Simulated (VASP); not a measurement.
Wanted: the native input for a VASP 6.6.1 run.

```yaml
Task: single point
Functional: PBE
Potentials_or_basis: VASP PAW PBE potentials, release 64 (Li_sv, F)
Cutoff: 520 eV
k_mesh: 10 × 10 × 10
Occupations: gaussian, width 0.05 eV
Spin: no spin polarisation
Dipole_correction: no
Further_INCAR_settings: ALGO = Normal; EDIFF = 1e-07; NBANDS = 12
```

The structure of LiF lies in POSCAR:

```
LiF
1.0
    0.0000000000      2.1348400000      2.0140000000
    2.1348400000      0.0000000000      2.0140000000
    2.1348400000      2.1348400000      0.0000000000
Li F
1 1
Direct
    0.0000000000      0.0000000000      0.0000000000
    0.5000000000      0.5000000000      0.5000000000
```

This cell differs from its parent crystal: strain +0.0600 x Voigt [1, 1, 0, 0, 0, 0].

These files were run (other wordings do the same):

INCAR

```
SYSTEM = LiF
  ALGO = Normal
  EDIFF = 1E-7
  ENCUT = 520
  GGA = PE
  ISIF = 2
  ISMEAR = 0
  LASPH = .True.
  LCHARG = .False.
  LREAL = .False.
  LWAVE = .False.
  NBANDS = 12
  NELM = 60
  PREC = Accurate
  SIGMA = 0.05
```

KPOINTS

```
k-points
0
Gamma
  10 10 10
  0 0 0
```

Potentials or basis: VASP PAW PBE potentials, release 64 (Li_sv, F).

Launch:

```bash
$ cat potpaw_PBE.64/Li_sv/POTCAR potpaw_PBE.64/F/POTCAR > POTCAR
$ mpirun -np 1 vasp_std > vasp.out
```

Results of the run:

The band gap on the k mesh is 8.08 eV, direct.

Caveat: the cell differs from its parent crystal (strain +0.0600 x Voigt [1, 1, 0, 0, 0, 0]).

It took 7.7 s on 1 thread of Intel(R) Xeon(R) 6975P-C (Granite Rapids) (shared host), peak memory 0.14 GiB.
